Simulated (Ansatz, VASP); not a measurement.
Two plane-wave programs on AlRu

INCAR

```
SYSTEM = AlRu
ALGO = Fast
EDIFF = 1E-7
ENCUT = 520
GGA = PE
ISIF = 2
ISMEAR = 0
LASPH = .True.
LCHARG = .False.
LREAL = .False.
LWAVE = .False.
NBANDS = 16
NELM = 100
PREC = Accurate
SIGMA = 0.1
```

KPOINTS

```
k-points
0
Gamma
  14 14 14
  0 0 0
```

The input POSCAR:

```
AlRu
1.0
    3.0630033048      0.0000000000      0.0000000000
    0.0000000000      3.0630033048      0.0000000000
    0.0000000000      0.0000000000      3.0630033048
Al Ru
1 1
Direct
    0.0000000000      0.0000000000      0.0000000000
    0.5000000000      0.5000000000      0.5000000000
```

Input for Ansatz:

```yaml
crystal:
  lattice:
    - [3.0630033048, 0.0, 0.0]
    - [0.0, 3.0630033048, 0.0]
    - [0.0, 0.0, 3.0630033048]
  atoms:
    - { symbol: Al, position: [0.0, 0.0, 0.0] }
    - { symbol: Ru, position: [0.5, 0.5, 0.5] }
basis:
  ecutwfc: 420
kpoints:
  mp_grid: { grid: [14, 14, 14] }
hamiltonian:
  xc: pbe
scf:
  occupations: { method: gaussian, width: 0.1 }
output:
  forces: true
  stress: true
  eigenvalues: true
```

Alike in both runs: task single point; functional PBE; k mesh 14 × 14 × 14; occupations gaussian, width 0.1 eV; no spin polarisation.

|  | VASP | Ansatz |
| --- | --- | --- |
| version | VASP 6.6.1 | Ansatz 0.2.0 |
| potentials or method | VASP PAW PBE potentials, release 64 (Al, Ru_pv), cutoff 520 eV | scalar-relativistic, plane waves, PAW |
| valence electrons in the cell | 17 | 19 |

|  | VASP | Ansatz | Ansatz less VASP |
| --- | --- | --- | --- |
| gap on the k mesh at the Fermi level (eV) | none | none | - |
| pressure (GPa) | -10.5 | -10.4 | +0.05 |

A gap of «none» marks a metal or a gap that the smearing closes. VASP's potentials hold 17 valence electrons a cell and Ansatz's 19, so a difference there can come from the potentials and not from the codes.
